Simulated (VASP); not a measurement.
A run of VASP 6.6.1 is set up as follows.

The input INCAR:

```
ALGO = Fast ; EDIFF = 1E-6
ENCUT = 520 ; GGA = PE
ISIF = 2 ; ISMEAR = 0
LASPH = True ; LCHARG = False
LREAL = False ; LWAVE = False
NBANDS = 18 ; NELM = 60
PREC = Accurate ; SIGMA = 0.1
```

Contents of KPOINTS:

```
k-points
0
Gamma
  12 12 12
```

File POSCAR:

```
ZnAu
1.0
    3.1883830500      0.0000000000      0.0000000000
    0.0000000000      3.2355880500      0.0000000000
    0.0000000000      0.0000000000      3.1883830500
Zn Au
1 1
Direct
    0.5000000000      0.5000000000      0.5000000000
    0.0000000000      0.0000000000      0.0000000000
```

Potentials or basis: VASP PAW PBE potentials, release 64 (Zn, Au).

Run with:

```bash
$ cat potpaw_PBE.64/Zn/POTCAR potpaw_PBE.64/Au/POTCAR > POTCAR
$ mpirun -np 1 vasp_std > vasp.out
```

Predict the pressure.

-1.7 GPa.

Estimate the band gap on the k mesh.

zero (an odd number of electrons rules out a gap without spin polarisation).

Stress tensor (GPa, compression positive):
```
-1.67  0.00  0.00
 0.00 -1.83  0.00
 0.00  0.00 -1.67
```

Caveat: the cell differs from its parent crystal (strained); spin-orbit coupling is left out, which moves the levels of the heavy elements.
